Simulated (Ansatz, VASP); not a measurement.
## HgTe: VASP beside Ansatz

```
Hg Te
1.0
     0.06447    3.25574    3.25574
     3.25574    0.06447    3.25574
     3.25574    3.25574    0.06447
Hg Te
1 1
Direct
  0.00000 0.00000 0.00000
  0.75000 0.75000 0.75000
```

Change from the starting cell: equal xy, yz and zx shear strains of +2 %, crystal datasets.

Alike in both runs: task electric field gradients; functional PBE; k mesh 11 × 11 × 11; occupations fermi-dirac, width 0.03 eV; no spin polarisation.

|  | VASP | Ansatz |
| --- | --- | --- |
| version | VASP 6.6.1 | Ansatz 0.2.0 |
| potentials or method | VASP PAW PBE potentials, release 64 (Hg, Te), cutoff 520 eV | all-electron PAW with datasets made for the crystal, scalar-relativistic |

```csv
,VASP,Ansatz,Ansatz less VASP
pressure (GPa),4.2,4.2,-0.08
"traceless stress, the component that is largest in VASP (GPa)",-0.84,-0.83,+0.009
rms of the force components (eV/Å),0.122,0.120,-0.0021
size of Vzz on the site where it differs most (V/Å²),56.4,47.9,-8.51
```

Atom by atom the forces differ by 0.002 eV/Å (rms over components). Ansatz ran all-electron here, and VASP with PAW potentials.

Neither program's run includes spin-orbit coupling.
